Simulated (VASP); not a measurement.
# Si7Ge (P-42m) in VASP: a series of runs

The runs below take Si7Ge through single point, with r2SCAN.

Program: VASP 6.6.1. These are calculated values, not measurements. Logs are shortened: lines on timing, memory, paths and dates and some standing lists are left out, and cuts for length are marked.

## Step 1: The cell of the first run

It takes space group P-42m (No. 111, tetragonal). The conventional cell has a = 5.468 Å, b = 5.468 Å, c = 4.921 Å, α = 90.00°, β = 90.00°, γ = 90.00°. Si (site symmetry m) has 3 Si at 2.28 to 2.29 Å and 1 Ge at 2.31 Å within 3.0 Å. Within 3.0 Å of Si (site symmetry 222) lie 4 Si at 2.29 Å. Si (site symmetry -42m) has 4 Si at 2.28 Å within 3.0 Å. Within 3.1 Å of Ge (site symmetry -42m) lie 4 Si at 2.31 Å.

## Step 2: Single point, r2SCAN (strain -0.1000 x Voigt [0, 1, 0, 0, 0, 0])

POSCAR

```
Si7Ge
1.0
    5.4679684317      0.0000000000      0.0000000000
    0.0000000000      4.9211715885      0.0000000000
    0.0000000000      0.0000000000      5.4679684317
Si Ge
7 1
Direct
    0.2524307582      0.2524307582      0.2524307582
    0.0000000000      0.5000000000      0.5000000000
    0.5000000000      0.5000000000      0.0000000000
    0.5000000000      0.0000000000      0.5000000000
    0.7475692418      0.2524307582      0.7475692418
    0.7475692418      0.7475692418      0.2524307582
    0.2524307582      0.7475692418      0.7475692418
    0.0000000000      0.0000000000      0.0000000000
```

INCAR.step1

```
SYSTEM = Si7Ge
PREC = Accurate
ENCUT = 520
ISMEAR = 0
SIGMA = 0.05
LREAL = .False.
LASPH = .True.
NELM = 100
NBANDS = 31
GGA = PE
ALGO = Normal
EDIFF = 1E-4
LWAVE = .True.
LCHARG = .False.
```

INCAR.step2

```
SYSTEM = Si7Ge
PREC = Accurate
ENCUT = 520
EDIFF = 1E-6
ISMEAR = 0
SIGMA = 0.05
LREAL = .False.
LASPH = .True.
NELM = 100
ALGO = Normal
ISIF = 2
LWAVE = .False.
LCHARG = .False.
METAGGA = R2SCAN
LMIXTAU = .True.
NBANDS = 31
ISTART = 1
```

KPOINTS

```
Automatic mesh
0
Gamma
  6 6 6
  0 0 0
```

Potentials or basis: VASP PAW PBE potentials, release 64 (Si, Ge_d).

Started as:

```sh
cat potpaw_PBE.64/Si/POTCAR potpaw_PBE.64/Ge_d/POTCAR > POTCAR
cp INCAR.step1 INCAR
mpirun -np 1 vasp_std > vasp.out
cp INCAR.step2 INCAR
mpirun -np 1 vasp_std > vasp.out
```

OUTCAR:

```text
SYSTEM = Si7Ge
   PREC = Accurate
   ENCUT = 520
   EDIFF = 1E-6
   ISMEAR = 0
   LREAL = .False.
   LASPH = .True.
   NELM = 100
   ISIF = 2
   METAGGA = R2SCAN
   ISTART = 1

 ion  position               nearest neighbor table
   1  0.252  0.252  0.252-   4 2.28   3 2.29   2 2.29   8 2.31
   2  0.000  0.500  0.500-   1 2.29   5 2.29   6 2.29   7 2.29
   3  0.500  0.500  0.000-   1 2.29   5 2.29   6 2.29   7 2.29
   4  0.500  0.000  0.500-   1 2.28   5 2.28   6 2.28   7 2.28
   5  0.748  0.252  0.748-   4 2.28   3 2.29   2 2.29   8 2.31
   6  0.748  0.748  0.252-   4 2.28   3 2.29   2 2.29   8 2.31
   7  0.252  0.748  0.748-   4 2.28   3 2.29   2 2.29   8 2.31
   8  0.000  0.000  0.000-   1 2.31   5 2.31   6 2.31   7 2.31

  LATTYP: Found a simple tetragonal cell.
 ALAT       =     5.4679684317
 C/A-ratio  =     0.9000000000

  Lattice vectors:

 A1 = (  -5.4679684317,   0.0000000000,   0.0000000000)
 A2 = (   0.0000000000,   0.0000000000,   5.4679684317)
 A3 = (   0.0000000000,   4.9211715885,   0.0000000000)

Analysis of symmetry for initial positions (statically):
=====================================================================
 Subroutine PRICEL returns:
 Original cell was already a primitive cell.

 Routine SETGRP: Setting up the symmetry group for a
 simple tetragonal supercell.

 Subroutine GETGRP returns: Found  8 space group operations
 (whereof  8 operations were pure point group operations)
 out of a pool of 16 trial point group operations.

The static configuration has the point symmetry D_2d.

Analysis of symmetry for dynamics (positions and initial velocities):
=====================================================================
 Subroutine PRICEL returns:
 Original cell was already a primitive cell.

 Routine SETGRP: Setting up the symmetry group for a
 simple tetragonal supercell.

 Subroutine GETGRP returns: Found  8 space group operations
 (whereof  8 operations were pure point group operations)
 out of a pool of 16 trial point group operations.

The dynamic configuration has the point symmetry D_2d.

 Subroutine INISYM returns: Found  8 space group operations
 (whereof  8 operations are pure point group operations),
 and found     1 'primitive' translations

----------------------------------------------------------------------------------------

                                     Primitive cell

  volume of cell :     147.1365

  direct lattice vectors                    reciprocal lattice vectors
     5.467968432  0.000000000  0.000000000     0.182883280  0.000000000  0.000000000
     0.000000000  4.921171589  0.000000000     0.000000000  0.203203644  0.000000000
     0.000000000  0.000000000  5.467968432     0.000000000  0.000000000  0.182883280

  length of vectors
     5.467968432  4.921171589  5.467968432     0.182883280  0.203203644  0.182883280

  position of ions in fractional coordinates (direct lattice)
     0.252430758  0.252430758  0.252430758
     0.000000000  0.500000000  0.500000000
     0.500000000  0.500000000  0.000000000
     0.500000000  0.000000000  0.500000000
     0.747569242  0.252430758  0.747569242
     0.747569242  0.747569242  0.252430758
     0.252430758  0.747569242  0.747569242
     0.000000000  0.000000000  0.000000000

  ion indices of the primitive-cell ions
   primitive index   ion index
                 1           1
                 2           2
                 3           3
                 4           4
                 5           5
                 6           6
                 7           7
                 8           8

----------------------------------------------------------------------------------------

 KPOINTS: Automatic mesh

Automatic generation of k-mesh.
 Grid dimensions read from file:
 generate k-points for:    6    6    6

 Generating k-lattice:

  Cartesian coordinates                     Fractional coordinates (reciprocal lattice)
     0.030480547  0.000000000  0.000000000     0.166666667  0.000000000  0.000000000
     0.000000000  0.033867274  0.000000000     0.000000000  0.166666667  0.000000000
     0.000000000  0.000000000  0.030480547     0.000000000  0.000000000  0.166666667

  Length of vectors
     0.030480547  0.033867274  0.030480547

  Shift w.r.t. Gamma in fractional coordinates (k-lattice)
     0.000000000  0.000000000  0.000000000

 Subroutine IBZKPT returns following result:
 ===========================================

 Found     40 irreducible k-points:

 Following reciprocal coordinates:
            Coordinates               Weight
  0.000000  0.000000  0.000000      1.000000
  0.166667  0.000000  0.000000      4.000000
  0.333333  0.000000  0.000000      4.000000
  0.500000  0.000000  0.000000      2.000000
  0.000000  0.166667  0.000000      2.000000
  0.166667  0.166667  0.000000      8.000000
[... 16 lines left out ...]
  0.166667  0.333333  0.166667      8.000000
  0.333333  0.333333  0.166667     16.000000
 [... further k-points ...]
   k-points           NKPTS =     40   k-points in BZ     NKDIM =     40   number of bands    NBANDS=     31
   number of dos      NEDOS =    301   number of ions     NIONS =      8
   total plane-waves  NPLWV =  70560
   dimension x,y,z NGX =    42 NGY =   40 NGZ =   42
   dimension x,y,z NGXF=    84 NGYF=   80 NGZF=   84
   ions per type =               7   1
   NGX,Y,Z   is equivalent  to a cutoff of  12.77, 13.51, 12.77 a.u.
   NGXF,Y,Z  is equivalent  to a cutoff of  25.54, 27.03, 25.54 a.u.
 SYSTEM =  Si7Ge
   PREC   = accura    normal or accurate (medium, high low for compatibility)
   ISTART =      1    job   : 0-new  1-cont  2-samecut
   ICHARG =      0    charge: 1-file 2-atom 10-const
   ISPIN  =      1    spin polarized calculation?
   LNONCOLLINEAR =      F non collinear calculations
   LSORBIT =      F    spin-orbit coupling
   LASPH  =      T    aspherical Exc in radial PAW
   ENCUT  =  520.0 eV  38.22 Ry    6.18 a.u.  10.17  9.15 10.17*2*pi/ulx,y,z
   NELM   =    100;   NELMIN=  2; NELMDL=  0     # of ELM steps
   EDIFF  = 0.1E-05   stopping-criterion for ELM
   LREAL  =      F    real-space projection
   EDIFFG = 0.1E-04   stopping-criterion for IOM
   NSW    =      0    number of steps for IOM
   IBRION =     -1    ionic relax: 0-MD 1-quasi-New 2-CG
   NFREE  =      0    steps in history (QN), initial steepest desc. (CG)
   ISIF   =      2    stress and relaxation
   ISYM   =      2    0-nonsym 1-usesym 2-fastsym
   POTIM  = 0.5000    time-step for ionic-motion
   TEBEG  =    0.0;   TEEND  =   0.0 temperature during run
   PSTRESS=    0.0 pullay stress
   NELECT =      42.0000    total number of electrons
   NUPDOWN=      -1.0000    fix difference up-down
   EMIN   =  10.00;   EMAX   =-10.00  energy-range for DOS
   EFERMI =   0.00;   METHOD = LEGACY
   ISMEAR =     0;   SIGMA  =   0.05  broadening in eV -4-tet -1-fermi 0-gaus
   EFERMI_NEDOS =   21; number of points for ismear=-14 and -15
   IALGO  =     38    algorithm
   IMIX   =      4    mixing-type and parameters
     AMIX     =   0.40;   BMIX     =  1.00
     AMIX_MAG =   1.60;   BMIX_MAG =  1.00
  volume/ion in A,a.u.               =      18.39       124.12
  Fermi-wavevector in a.u.,A,eV,Ry     =   1.077915  2.036964 15.808613  1.161900
  Thomas-Fermi vector in A             =   2.213839
   LORBIT       =      0    0 simple, 1 ext, 2 COOP (PROOUT), +10 PAW based schemes
   METAGGA = R2SCAN    functional components
   LHFCALC =     F    Hartree Fock is set to
   AEXX    =    0.0000 exact exchange contribution
   IVDW    =     0    specifies the selected vdW correction
   LEPSILON=     F    determine dielectric tensor
   LRPA    =     F    only Hartree local field effects (RPA)
 non-spin polarized calculation
 Gauss-broadening in eV      SIGMA  =   0.05
  energy-cutoff  :      520.00
  volume of cell :      147.14
 maximum number of plane-waves:      4000
 NGX is ok and might be reduce to    42
   NGX = 21   NGY = 19   NGZ = 21

 number of electron      42.0000020 magnetization

 Free energy of the ion-electron system (eV)
  ---------------------------------------------------
  ext. energy  EPLUGINS =         0.00000000
  ---------------------------------------------------
  free energy    TOTEN  =       -74.40295709 eV

  energy without entropy =      -74.40157965  energy(sigma->0) =      -74.40226837

 E-fermi :   6.7709     XC(G=0): -10.4308

 val. band max:        6.7623912000   @ k =   0.1667   0.1667   0.0000
 cond. band min:       6.8152944175   @ k =   0.0000   0.0000   0.0000
 fundamental gap:      0.0529032175
 Fermi energy:         6.7708642367

 k-point     1 :       0.0000    0.0000    0.0000
  band No.  band energies     occupation
      1     -18.2183      2.00000
      2     -18.2152      2.00000
      3     -18.2152      2.00000
      4     -18.1807      2.00000
      5     -18.1727      2.00000
      6      -6.7121      2.00000
[... 23 lines left out ...]
     30       9.6991      0.00000
     31      11.3298      0.00000

 k-point     2 :       0.1667    0.0000    0.0000
  band No.  band energies     occupation
      1     -18.2183      2.00000
      2     -18.2152      2.00000
      3     -18.2152      2.00000
      4     -18.1807      2.00000
      5     -18.1727      2.00000
      6      -6.5830      2.00000
[... 23 lines left out ...]
     30      10.4806      0.00000
     31      11.8950      0.00000

 k-point     3 :       0.3333    0.0000    0.0000
  band No.  band energies     occupation
      1     -18.2184      2.00000
      2     -18.2153      2.00000
      3     -18.2152      2.00000
      4     -18.1806      2.00000
      5     -18.1726      2.00000
      6      -6.1988      2.00000
[... 703 lines left out ...]
     30      12.1647      0.00000
     31      13.0155      0.00000

 k-point    24 :       0.3333    0.3333    0.1667
  band No.  band energies     occupation
      1     -18.2184      2.00000
      2     -18.2155      2.00000
      3     -18.2155      2.00000
      4     -18.1802      2.00000
      5     -18.1725      2.00000
      6      -5.4902      2.00000
[... 23 lines left out ...]
     30      11.8869      0.00000
     31      12.0978      0.00000

 [... further k-points ...]

------------------------ aborting loop because EDIFF is reached ----------------------------------------

  FORCE on cell =-STRESS in cart. coord.  units (eV):
  Direction    XX          YY          ZZ          XY          YZ          ZX
  --------------------------------------------------------------------------------------
  -------------------------------------------------------------------------------------
  Total        8.0455420     15.7026851      8.0455420      0.0000000      0.0000000      0.0000000
  in kB       87.6083261    170.9873567     87.6083261      0.0000000      0.0000000      0.0000000
  external PRESSURE =     115.4013363 kB  Pullay stress =       0.0000000 kB

 VOLUME and BASIS-vectors are now :
 -----------------------------------------------------------------------------
  energy-cutoff  :      520.00
  volume of cell :      147.14
      direct lattice vectors                 reciprocal lattice vectors
     5.467968432  0.000000000  0.000000000     0.182883280  0.000000000  0.000000000
     0.000000000  4.921171589  0.000000000     0.000000000  0.203203644  0.000000000
     0.000000000  0.000000000  5.467968432     0.000000000  0.000000000  0.182883280

 POSITION                                       TOTAL-FORCE (eV/Angst)
 -----------------------------------------------------------------------------------
      1.38028      1.24226      1.38028         0.003378      0.057882      0.003378
      0.00000      2.46059      2.73398         0.000000     -0.000000     -0.000000
      2.73398      2.46059      0.00000         0.000000      0.000000     -0.000000
      2.73398      0.00000      2.73398         0.000000      0.000000     -0.000000
      4.08769      1.24226      4.08769        -0.003378      0.057882     -0.003378
      4.08769      3.67892      1.38028        -0.003378     -0.057882      0.003378
      1.38028      3.67892      4.08769         0.003378     -0.057882     -0.003378
      0.00000      0.00000      0.00000         0.000000      0.000000     -0.000000
 -----------------------------------------------------------------------------------
    total drift:                               -0.000000     -0.000000      0.000000

  FREE ENERGIE OF THE ION-ELECTRON SYSTEM (eV)
  ---------------------------------------------------
  free  energy   TOTEN  =       -74.4029570927 eV

  energy  without entropy=      -74.4015796481  energy(sigma->0) =      -74.40226837
```

Wall time 18 min (1 thread of Intel Xeon 8259CL, shared host); peak memory 0.37 GiB.

Results:

| Property | Result |
| --- | --- |
| Free energy | -74.4030 eV |
| Pressure | 11.5 GPa |
| Largest force | 0.058 eV/Å |
| Band gap on the k mesh | zero (bands 21 and 22 overlap by 0.18 eV) |

Forces on the atoms (eV/Å):
```
Si   0.003  0.058  0.003
Si   0.000  0.000  0.000
Si   0.000  0.000  0.000
Si   0.000  0.000  0.000
Si  -0.003  0.058 -0.003
Si  -0.003 -0.058  0.003
Si   0.003 -0.058 -0.003
Ge   0.000  0.000  0.000
```

Caveat: the cell differs from its parent crystal (strain -0.1000 x Voigt [0, 1, 0, 0, 0, 0]); the stress differs along the axes, from 9 to 17 GPa; semilocal functionals underestimate gaps, and a narrow one can read as zero; the PAW data sets were made with another functional, which shifts forces and pressure a little.

## Step 3: Single point, r2SCAN (strain -0.0750 x Voigt [0, 1, 0, 0, 0, 0])

Changes to POSCAR since step 2:

```diff
@@ -3,3 +3,3 @@
     5.4679684317      0.0000000000      0.0000000000
-    0.0000000000      4.9211715885      0.0000000000
+    0.0000000000      5.0578707993      0.0000000000
     0.0000000000      0.0000000000      5.4679684317
```

INCAR.step1

```
SYSTEM = Si7Ge
PREC = Accurate ; ENCUT = 520
ISMEAR = 0 ; SIGMA = 0.05
LREAL = .FALSE. ; LASPH = .TRUE.
NELM = 80 ; NBANDS = 31
GGA = PE ; ALGO = Normal
EDIFF = 1E-4 ; LWAVE = .TRUE.
LCHARG = .FALSE.
```

INCAR.step2

```
SYSTEM = Si7Ge
PREC = Accurate ; ENCUT = 520
EDIFF = 1E-6 ; ISMEAR = 0
SIGMA = 0.05 ; LREAL = .FALSE.
LASPH = .TRUE. ; NELM = 80
ALGO = Normal ; ISIF = 2
LWAVE = .FALSE. ; LCHARG = .FALSE.
METAGGA = R2SCAN ; LMIXTAU = .TRUE.
NBANDS = 31 ; ISTART = 1
```

KPOINTS

```
regular mesh
0
G
  6 6 6
  0 0 0
```

Potentials or basis: VASP PAW PBE potentials, release 64 (Si, Ge_d).

Started as:

```sh
cat potpaw_PBE.64/Si/POTCAR potpaw_PBE.64/Ge_d/POTCAR > POTCAR
cp INCAR.step1 INCAR
mpirun -np 1 vasp_std > vasp.out
cp INCAR.step2 INCAR
mpirun -np 1 vasp_std > vasp.out
```

It took 17 min on 1 thread of Intel Xeon 8259CL, shared host; peak memory 0.37 GiB.

Results (log left out):

- Free energy: -74.7851 eV
- Pressure: 8.2 GPa
- Largest force: 0.039 eV/Å
- Band gap on the k mesh: zero (bands 21 and 22 overlap by 0.10 eV)

Forces in eV/Å, atoms in the order of the input:
```
Si   0.001  0.039  0.001
Si   0.000  0.000  0.000
Si   0.000  0.000  0.000
Si   0.000  0.000  0.000
Si  -0.001  0.039 -0.001
Si  -0.001 -0.039  0.001
Si   0.001 -0.039 -0.001
Ge   0.000  0.000  0.000
```

Stress tensor (GPa, compression positive):
```
 5.89  0.00  0.00
 0.00 12.78  0.00
 0.00  0.00  5.89
```

Levels at points of the mesh, in eV from the Fermi level:
```csv
k point,band 18,band 19,band 20,band 21,band 22,band 23,band 24,band 25
"(0.00, 0.00, 0.00)",-3.11,-0.31,-0.31,0.10,0.15,0.38,0.82,0.97
"(0.50, 0.00, 0.00)",-2.25,-2.16,-2.03,-1.95,1.28,1.47,3.26,3.27
"(0.00, 0.50, 0.00)",-2.66,-2.66,-2.55,-2.55,0.58,0.76,3.43,3.51
"(0.50, 0.50, 0.00)",-1.58,-1.45,-1.39,-1.37,2.78,2.79,2.90,3.05
"(0.50, 0.00, 0.50)",-2.21,-2.07,-2.03,-2.03,2.01,2.01,2.13,2.26
"(0.50, 0.50, 0.50)",-1.22,-1.12,-1.12,-0.96,1.30,1.69,1.69,1.85
```

Caveat: the cell differs from its parent crystal (strain -0.0750 x Voigt [0, 1, 0, 0, 0, 0]); the stress differs along the axes, from 6 to 13 GPa; semilocal functionals underestimate gaps, and a narrow one can read as zero; the PAW data sets were made with another functional, which shifts forces and pressure a little.

[end of part 1 of 2]

The gap in the log of VASP goes by the Fermi energy; the results here count the filled bands.